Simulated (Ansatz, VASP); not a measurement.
# Sn3C2 in VASP and in Ansatz

Contents of INCAR:

```
PREC = Accurate ; ENCUT = 600
EDIFF = 1E-6 ; ISMEAR = 0
SIGMA = 0.1 ; LREAL = F
LASPH = T ; NELM = 100
ALGO = Normal ; ISIF = 3
LWAVE = F ; LCHARG = F
GGA = PE ; IBRION = 2
NSW = 90 ; EDIFFG = -0.04
```

Contents of KPOINTS:

```
regular mesh
0
Gamma
  4 4 4
```

The input POSCAR:

```
Sn3C2
1.0
    4.8123050200      0.0000000000      0.0000000000
    0.0000000000      4.8123050200      0.0000000000
    0.0000000000      0.0000000000      4.8123050200
Sn C
3 2
Direct
    0.0000000000      0.5000000000      0.5000000000
    0.5000000000      0.0000000000      0.5000000000
    0.5000000000      0.5000000000      0.0000000000
    0.5000000000      0.5000000000      0.5000000000
    0.0000000000      0.0000000000      0.0000000000
```

Input for Ansatz:

```yaml
crystal:
  lattice:
    - [4.81230502, 0.0, 0.0]
    - [0.0, 4.81230502, 0.0]
    - [0.0, 0.0, 4.81230502]
  atoms:
    - { symbol: Sn, position: [0.0, 0.5, 0.5] }
    - { symbol: Sn, position: [0.5, 0.0, 0.5] }
    - { symbol: Sn, position: [0.5, 0.5, 0.0] }
    - { symbol: C, position: [0.5, 0.5, 0.5] }
    - { symbol: C, position: [0.0, 0.0, 0.0] }
basis:
  ecutwfc: 420
kpoints:
  mp_grid: { grid: [4, 4, 4] }
hamiltonian:
  xc: pbe
scf:
  occupations: { method: gaussian, width: 0.1 }
  lower_state_search: "off"
output:
  forces: true
  stress: true
  eigenvalues: true
relax:
  adjacent_minimum: "off"
  f_tol: 0.04
  max_steps: 70
  cell: { stress_tol: 0.4 }
```

Alike in both runs: task relaxation of cell and atoms; functional PBE; k mesh 4 × 4 × 4; occupations gaussian, width 0.1 eV; no spin polarisation.

|  | VASP | Ansatz |
| --- | --- | --- |
| version | VASP 6.6.1 | Ansatz 0.2.0 |
| potentials or method | VASP PAW PBE potentials, release 64 (Sn_d, C), cutoff 600 eV | scalar-relativistic, plane waves, PAW |
| valence electrons in the cell | 50 | 50 |

|  | VASP | Ansatz | Ansatz less VASP |
| --- | --- | --- | --- |
| gap on the k mesh at the Fermi level, each at its own relaxed structure (eV) | none | none | - |
| relaxed volume (Å³/atom) | 20.87 | 20.99 | +0.113 |
| relaxed cell length with the largest relative difference (Å) | 4.708 | 4.717 | +0.0085 |

A gap of «none» marks a metal or a gap that the smearing closes.
